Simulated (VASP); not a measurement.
# Zr2Si3 (P-4m2) in VASP: a series of runs

Zr2Si3 is run at these levels: PBE; tasks: single point.

All numbers are computed with VASP 6.6.1; they aren't measurements. Logs are shortened: lines on timing, memory, paths and dates and some standing lists are left out, and cuts for length are marked.

### Step 1. The cell of the first run

Symmetry: P-4m2, No. 115, tetragonal system. The conventional cell has a = 3.295 Å, b = 3.295 Å, c = 6.735 Å, α = 90.00°, β = 90.00°, γ = 90.00°. Zr (site symmetry 2mm) has 7 Si at 2.41 to 2.51 Å and 4 Zr at 3.30 Å within 3.3 Å. Si (site symmetry 2mm) has 5 Zr at 2.43 to 2.51 Å and 10 Si at 2.95 to 3.30 Å within 3.3 Å. Si (site symmetry -4m2) has 4 Zr at 2.41 Å and 8 Si at 2.96 to 3.30 Å within 3.3 Å.

The cell was generated, and may not be a known phase.

### Step 2. Single point, PBE

INCAR reads:

```
PREC = Accurate
ENCUT = 520
EDIFF = 1E-7
ISMEAR = 0
SIGMA = 0.1
LREAL = F
LASPH = T
NELM = 80
ALGO = Normal
ISIF = 2
LWAVE = F
LCHARG = F
GGA = PE
NBANDS = 26
```

KPOINTS reads:

```
Automatic mesh
0
Gamma
  6 6 4
```

POSCAR reads:

```
Zr2Si3
1.0
    3.2950292000      0.0000000000      0.0000000000
    0.0000000000      3.2950292000      0.0000000000
    0.0000000000      0.0000000000      6.7352353900
Zr Si
2 3
Direct
    0.5000000000      0.0000000000      0.2621575700
    0.0000000000      0.5000000000      0.7378424300
    0.0000000000      0.5000000000      0.3652538100
    0.5000000000      0.0000000000      0.6347461900
    0.5000000000      0.5000000000      0.0000000000
```

Potentials or basis: VASP PAW PBE potentials, release 64 (Zr_sv, Si).

On the command line:

```sh
cat potpaw_PBE.64/Zr_sv/POTCAR potpaw_PBE.64/Si/POTCAR > POTCAR
mpirun -np 1 vasp_std > vasp.out
```

OUTCAR:

```text
PREC = Accurate
   ENCUT = 520
   EDIFF = 1E-7
   ISMEAR = 0
   LREAL = F
   LASPH = T
   NELM = 80
   ISIF = 2
   GGA = PE

 ion  position               nearest neighbor table
   1  0.500  0.000  0.262-   5 2.41   5 2.41   3 2.43   3 2.43   3 2.43   3 2.43   4 2.51
   2  0.000  0.500  0.738-   5 2.41   5 2.41   4 2.43   4 2.43   4 2.43   4 2.43   3 2.51
   3  0.000  0.500  0.365-   1 2.43   1 2.43   1 2.43   1 2.43   2 2.51   4 2.95   4 2.95   4 2.95
                             4 2.95   5 2.96   5 2.96
   4  0.500  0.000  0.635-   2 2.43   2 2.43   2 2.43   2 2.43   1 2.51   3 2.95   3 2.95   3 2.95
                             3 2.95   5 2.96   5 2.96
   5  0.500  0.500  0.000-   1 2.41   2 2.41   1 2.41   2 2.41   3 2.96   4 2.96   4 2.96   3 2.96

  LATTYP: Found a simple tetragonal cell.
 ALAT       =     3.2950292000
 C/A-ratio  =     2.0440593941

  Lattice vectors:

 A1 = (   3.2950292000,   0.0000000000,   0.0000000000)
 A2 = (   0.0000000000,   3.2950292000,   0.0000000000)
 A3 = (   0.0000000000,   0.0000000000,   6.7352353900)

Analysis of symmetry for initial positions (statically):
=====================================================================
 Subroutine PRICEL returns:
 Original cell was already a primitive cell.

 Routine SETGRP: Setting up the symmetry group for a
 simple tetragonal supercell.

 Subroutine GETGRP returns: Found  8 space group operations
 (whereof  8 operations were pure point group operations)
 out of a pool of 16 trial point group operations.

The static configuration has the point symmetry D_2d.

Analysis of symmetry for dynamics (positions and initial velocities):
=====================================================================
 Subroutine PRICEL returns:
 Original cell was already a primitive cell.

 Routine SETGRP: Setting up the symmetry group for a
 simple tetragonal supercell.

 Subroutine GETGRP returns: Found  8 space group operations
 (whereof  8 operations were pure point group operations)
 out of a pool of 16 trial point group operations.

The dynamic configuration has the point symmetry D_2d.

 Subroutine INISYM returns: Found  8 space group operations
 (whereof  8 operations are pure point group operations),
 and found     1 'primitive' translations

----------------------------------------------------------------------------------------

                                     Primitive cell

  volume of cell :      73.1259

  direct lattice vectors                    reciprocal lattice vectors
     3.295029200  0.000000000  0.000000000     0.303487447  0.000000000  0.000000000
     0.000000000  3.295029200  0.000000000     0.000000000  0.303487447  0.000000000
     0.000000000  0.000000000  6.735235390     0.000000000  0.000000000  0.148472910

  length of vectors
     3.295029200  3.295029200  6.735235390     0.303487447  0.303487447  0.148472910

  position of ions in fractional coordinates (direct lattice)
     0.500000000  0.000000000  0.262157570
     0.000000000  0.500000000  0.737842430
     0.000000000  0.500000000  0.365253810
     0.500000000  0.000000000  0.634746190
     0.500000000  0.500000000  0.000000000

  ion indices of the primitive-cell ions
   primitive index   ion index
                 1           1
                 2           2
                 3           3
                 4           4
                 5           5

----------------------------------------------------------------------------------------

 KPOINTS: Automatic mesh

Automatic generation of k-mesh.
 Grid dimensions read from file:
 generate k-points for:    6    6    4

 Generating k-lattice:

  Cartesian coordinates                     Fractional coordinates (reciprocal lattice)
     0.050581241  0.000000000  0.000000000     0.166666667  0.000000000  0.000000000
     0.000000000  0.050581241  0.000000000     0.000000000  0.166666667  0.000000000
     0.000000000  0.000000000  0.037118228     0.000000000  0.000000000  0.250000000

  Length of vectors
     0.050581241  0.050581241  0.037118228

  Shift w.r.t. Gamma in fractional coordinates (k-lattice)
     0.000000000  0.000000000  0.000000000

 Subroutine IBZKPT returns following result:
 ===========================================

 Found     30 irreducible k-points:

 Following reciprocal coordinates:
            Coordinates               Weight
  0.000000  0.000000  0.000000      1.000000
  0.166667  0.000000  0.000000      4.000000
  0.333333  0.000000  0.000000      4.000000
  0.500000  0.000000  0.000000      2.000000
  0.166667  0.166667  0.000000      4.000000
  0.333333  0.166667  0.000000      8.000000
[... 16 lines left out ...]
  0.333333  0.000000  0.500000      4.000000
  0.500000  0.000000  0.500000      2.000000
 [... further k-points ...]
   k-points           NKPTS =     30   k-points in BZ     NKDIM =     30   number of bands    NBANDS=     26
   number of dos      NEDOS =    301   number of ions     NIONS =      5
   total plane-waves  NPLWV =  39200
   dimension x,y,z NGX =    28 NGY =   28 NGZ =   50
   dimension x,y,z NGXF=    56 NGYF=   56 NGZF=  100
   ions per type =               2   3
   NGX,Y,Z   is equivalent  to a cutoff of  14.13, 14.13, 12.34 a.u.
   NGXF,Y,Z  is equivalent  to a cutoff of  28.25, 28.25, 24.68 a.u.
 SYSTEM =  unknown system
   PREC   = accura    normal or accurate (medium, high low for compatibility)
   ISTART =      0    job   : 0-new  1-cont  2-samecut
   ICHARG =      2    charge: 1-file 2-atom 10-const
   ISPIN  =      1    spin polarized calculation?
   LNONCOLLINEAR =      F non collinear calculations
   LSORBIT =      F    spin-orbit coupling
   LASPH  =      T    aspherical Exc in radial PAW
   ENCUT  =  520.0 eV  38.22 Ry    6.18 a.u.   6.13  6.13 12.52*2*pi/ulx,y,z
   NELM   =     80;   NELMIN=  2; NELMDL= -5     # of ELM steps
   EDIFF  = 0.1E-06   stopping-criterion for ELM
   LREAL  =      F    real-space projection
   EDIFFG = 0.1E-05   stopping-criterion for IOM
   NSW    =      0    number of steps for IOM
   IBRION =     -1    ionic relax: 0-MD 1-quasi-New 2-CG
   NFREE  =      0    steps in history (QN), initial steepest desc. (CG)
   ISIF   =      2    stress and relaxation
   ISYM   =      2    0-nonsym 1-usesym 2-fastsym
   POTIM  = 0.5000    time-step for ionic-motion
   TEBEG  =    0.0;   TEEND  =   0.0 temperature during run
   PSTRESS=    0.0 pullay stress
   NELECT =      36.0000    total number of electrons
   NUPDOWN=      -1.0000    fix difference up-down
   EMIN   =  10.00;   EMAX   =-10.00  energy-range for DOS
   EFERMI =   0.00;   METHOD = LEGACY
   ISMEAR =     0;   SIGMA  =   0.10  broadening in eV -4-tet -1-fermi 0-gaus
   EFERMI_NEDOS =   21; number of points for ismear=-14 and -15
   IALGO  =     38    algorithm
   IMIX   =      4    mixing-type and parameters
     AMIX     =   0.40;   BMIX     =  1.00
     AMIX_MAG =   1.60;   BMIX_MAG =  1.00
  volume/ion in A,a.u.               =      14.63        98.70
  Fermi-wavevector in a.u.,A,eV,Ry     =   1.292663  2.442778 22.735021  1.670977
  Thomas-Fermi vector in A             =   2.424357
   LORBIT       =      0    0 simple, 1 ext, 2 COOP (PROOUT), +10 PAW based schemes
   GGA     = PE    functional components
   LHFCALC =     F    Hartree Fock is set to
   AEXX    =    0.0000 exact exchange contribution
   IVDW    =     0    specifies the selected vdW correction
   LEPSILON=     F    determine dielectric tensor
   LRPA    =     F    only Hartree local field effects (RPA)
 non-spin polarized calculation
 Gauss-broadening in eV      SIGMA  =   0.10
  energy-cutoff  :      520.00
  volume of cell :       73.13
 maximum number of plane-waves:      1998
 NGX is ok and might be reduce to    28
   NGX = 13   NGY = 13   NGZ = 25

 number of electron      36.0000001 magnetization

 Free energy of the ion-electron system (eV)
  ---------------------------------------------------
  ext. energy  EPLUGINS =         0.00000000
  ---------------------------------------------------
  free energy    TOTEN  =       -28.54549383 eV

  energy without entropy =      -28.52162176  energy(sigma->0) =      -28.53355779

 E-fermi :  11.3783     XC(G=0): -11.9227

 val. band max:       11.3596161694   @ k =   0.3333   0.0000   0.2500
 cond. band min:      11.3955131125   @ k =   0.5000   0.3333   0.2500
 fundamental gap:      0.0358969431
 Fermi energy:        11.3782724146

 k-point     1 :       0.0000    0.0000    0.0000
  band No.  band energies     occupation
      1     -36.0900      2.00000
      2     -36.0753      2.00000
      3     -14.7868      2.00000
      4     -14.5274      2.00000
      5     -14.2254      2.00000
      6     -14.2254      2.00000
[... 18 lines left out ...]
     25      15.8990      0.00000
     26      15.8990      0.00000

 k-point     2 :       0.1667    0.0000    0.0000
  band No.  band energies     occupation
      1     -36.0776      2.00000
      2     -36.0648      2.00000
      3     -14.7512      2.00000
      4     -14.5253      2.00000
      5     -14.3914      2.00000
      6     -14.2981      2.00000
[... 18 lines left out ...]
     25      15.4917      0.00000
     26      17.1364      0.00000

 k-point     3 :       0.3333    0.0000    0.0000
  band No.  band energies     occupation
      1     -36.0523      2.00000
      2     -36.0443      2.00000
      3     -14.7170      2.00000
      4     -14.6721      2.00000
      5     -14.5755      2.00000
      6     -14.5263      2.00000
[... 572 lines left out ...]
 k-point    23 :       0.3333    0.0000    0.5000
  band No.  band energies     occupation
      1     -36.0506      2.00000
      2     -36.0461      2.00000
      3     -14.7479      2.00000
      4     -14.6571      2.00000
      5     -14.5613      2.00000
      6     -14.5239      2.00000
[... 18 lines left out ...]
     25      16.7215      0.00000
     26      17.2109      0.00000

 k-point    24 :       0.5000    0.0000    0.5000
  band No.  band energies     occupation
      1     -36.0388      2.00000
      2     -36.0348      2.00000
      3     -14.8858      2.00000
      4     -14.7506      2.00000
      5     -14.5644      2.00000
      6     -14.5368      2.00000
[... 18 lines left out ...]
     25      16.7450      0.00000
     26      17.4147      0.00000

 [... further k-points ...]

------------------------ aborting loop because EDIFF is reached ----------------------------------------

  FORCE on cell =-STRESS in cart. coord.  units (eV):
  Direction    XX          YY          ZZ          XY          YZ          ZX
  --------------------------------------------------------------------------------------
  -------------------------------------------------------------------------------------
  Total       30.6897560     30.6897560     22.4331232      0.0000000      0.0000000      0.0000000
  in kB      672.4077399    672.4077399    491.5062109      0.0000000      0.0000000      0.0000000
  external PRESSURE =     612.1072302 kB  Pullay stress =       0.0000000 kB

 VOLUME and BASIS-vectors are now :
 -----------------------------------------------------------------------------
  energy-cutoff  :      520.00
  volume of cell :       73.13
      direct lattice vectors                 reciprocal lattice vectors
     3.295029200  0.000000000  0.000000000     0.303487447  0.000000000  0.000000000
     0.000000000  3.295029200  0.000000000     0.000000000  0.303487447  0.000000000
     0.000000000  0.000000000  6.735235390     0.000000000  0.000000000  0.148472910

 POSITION                                       TOTAL-FORCE (eV/Angst)
 -----------------------------------------------------------------------------------
      1.64751      0.00000      1.76569        -0.000000      0.000000      0.047719
      0.00000      1.64751      4.96954         0.000000     -0.000000     -0.047719
      0.00000      1.64751      2.46007         0.000000     -0.000000      0.103737
      1.64751      0.00000      4.27517         0.000000     -0.000000     -0.103737
      1.64751      1.64751      0.00000         0.000000     -0.000000      0.000000
 -----------------------------------------------------------------------------------
    total drift:                                0.000000      0.000000      0.000000

  FREE ENERGIE OF THE ION-ELECTRON SYSTEM (eV)
  ---------------------------------------------------
  free  energy   TOTEN  =       -28.5454938334 eV

  energy  without entropy=      -28.5216217557  energy(sigma->0) =      -28.53355779
```

It took 40 s on 1 thread of Intel Xeon Platinum 8559C (Emerald Rapids), shared host; peak memory 0.2 GiB.

What came out:

| Quantity | Value |
| --- | --- |
| Free energy | -28.5455 eV |
| Pressure | 61.2 GPa |
| Largest force | 0.104 eV/Å |
| Band gap on the k mesh | zero (bands 18 and 19 overlap by 1.58 eV) |

Forces on the atoms (eV/Å):
```
Zr   0.000  0.000  0.048
Zr   0.000  0.000 -0.048
Si   0.000  0.000  0.104
Si   0.000  0.000 -0.104
Si   0.000  0.000  0.000
```

Caveat: the stress differs along the axes, from 49 to 67 GPa.

(Continued in part 2 of 2.)

The gap in the log of VASP goes by the Fermi energy; the results here count the filled bands.